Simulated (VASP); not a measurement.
Here is a VASP 6.6.1 calculation.

Contents of POSCAR:

```
Al3GaN4
1.0
    4.4156219140      0.0000000000      0.0000000000
    0.0000000000      4.4156219140      0.0000000000
    0.0000000000      0.0000000000      4.4156219140
Al Ga N
3 1 4
Direct
    0.5000000000      0.5000000000      0.0000000000
    0.5000000000      0.0000000000      0.5000000000
    0.0000000000      0.5000000000      0.5000000000
    0.0000000000      0.0000000000      0.0000000000
    0.7444714517      0.7444714517      0.2555285483
    0.7444714517      0.2555285483      0.7444714517
    0.2555285483      0.7444714517      0.7444714517
    0.2555285483      0.2555285483      0.2555285483
```

The input INCAR.step1:

```
SYSTEM = Al3GaN4
ALGO     = Normal         ! electronic algorithm
EDIFF    = 1E-4           ! SCF threshold, eV
ENCUT    = 520            ! plane-wave cutoff, eV
GGA      = PE             ! functional
ISMEAR   = 0              ! smearing method
LASPH    = .True.         ! aspherical terms in the spheres
LCHARG   = .False.        ! write CHGCAR
LREAL    = .False.        ! projectors in reciprocal space
LWAVE    = .True.         ! write WAVECAR
NBANDS   = 31             ! bands
NELM     = 100            ! most SCF steps
PREC     = Accurate       ! precision mode
SIGMA    = 0.02           ! smearing width, eV
```

INCAR.step2

```
SYSTEM = Al3GaN4
ALGO     = Normal         ! electronic algorithm
EDIFF    = 1E-6           ! SCF threshold, eV
ENCUT    = 520            ! plane-wave cutoff, eV
ISIF     = 2              ! what is computed and relaxed
ISMEAR   = 0              ! smearing method
ISTART   = 1            
LASPH    = .True.         ! aspherical terms in the spheres
LCHARG   = .True.         ! write CHGCAR
LELF     = .True.         ! ELF
LMIXTAU  = .True.       
LREAL    = .False.        ! projectors in reciprocal space
LVHAR    = .True.       
LWAVE    = .False.        ! write WAVECAR
METAGGA  = R2SCAN         ! meta-GGA
NBANDS   = 31             ! bands
NELM     = 100            ! most SCF steps
PREC     = Accurate       ! precision mode
SIGMA    = 0.02           ! smearing width, eV
```

KPOINTS

```
k-points
0
Gamma
  6 6 6
  0 0 0
```

Potentials or basis: VASP PAW PBE potentials, release 64 (Al, Ga_d, N).

Launch:

```bash
$ cat potpaw_PBE.64/Al/POTCAR potpaw_PBE.64/Ga_d/POTCAR potpaw_PBE.64/N/POTCAR > POTCAR
$ cp INCAR.step1 INCAR
$ mpirun -np 1 vasp_std > vasp.out
$ cp INCAR.step2 INCAR
$ mpirun -np 1 vasp_std > vasp.out
```

**Question.** What does it give for the largest force?

**Answer.** 0.076 eV/Å.

**Question.** Estimate the pressure.

**Answer.** -2.0 GPa.

**Question.** Predict the band gap on the k mesh.

**Answer.** 3.99 eV, direct.

Forces in eV/Å, atoms in the order of the input:
```
Al   0.000  0.000  0.000
Al   0.000  0.000  0.000
Al   0.000  0.000  0.000
Ga   0.000  0.000  0.000
N   -0.044 -0.044  0.044
N   -0.044  0.044 -0.044
N    0.044 -0.044 -0.044
N    0.044  0.044  0.044
```

Caveat: the PAW data sets were made with another functional, which shifts forces and pressure a little. A k mesh can miss the band edges.
